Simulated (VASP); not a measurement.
**Tc: single point with RPBE+U**

Tc:

```xyz
1
Lattice="0.0000 1.9500 1.9500 1.9500 0.0000 1.9500 1.9500 1.9500 0.0000" Properties=species:S:1:pos:R:3 pbc="T T T"
Tc    0.0000    0.0000    0.0000
```

This isn't the form of Tc at room conditions, which is hcp.

```yaml
Program: VASP 6.6.1
Task: single point
Functional: RPBE
Potentials_or_basis: VASP PAW PBE potentials, release 64 (Tc_pv)
Cutoff: 520 eV
k_mesh: 12 × 12 × 12
Occupations: methfessel-paxton, width 0.01 eV
Spin: non-collinear spin, zero start, spin-orbit coupling
Starting_moments: "[[0.0, 0.0, 0.0]] μB"
Hubbard_terms: Tc d U = 2.0 eV
Dipole_correction: no
Further_INCAR_settings: ALGO = Normal; EDIFF = 1e-06; NBANDS = 24
```

```json
{
 "Pressure": "-3.0 GPa",
 "Net moment": "0.00 μB per cell",
 "Valence electrons inside the program's atomic spheres": "Tc 11.99"
}
```

Moments on the atoms (μB; x, y, z):
```
Tc  0.00 0.00 0.00
```

Run time: 36 s on 1 thread of Oxide Virtual Turin-like Processor, with other jobs on the host, peak memory 0.18 GiB.

Caveat: the cell stands under tension; the PAW data sets were made with another functional, which shifts forces and pressure a little; the U is typed as a test and isn't derived for this compound. The state reached can hang on the start; a lower one may exist.
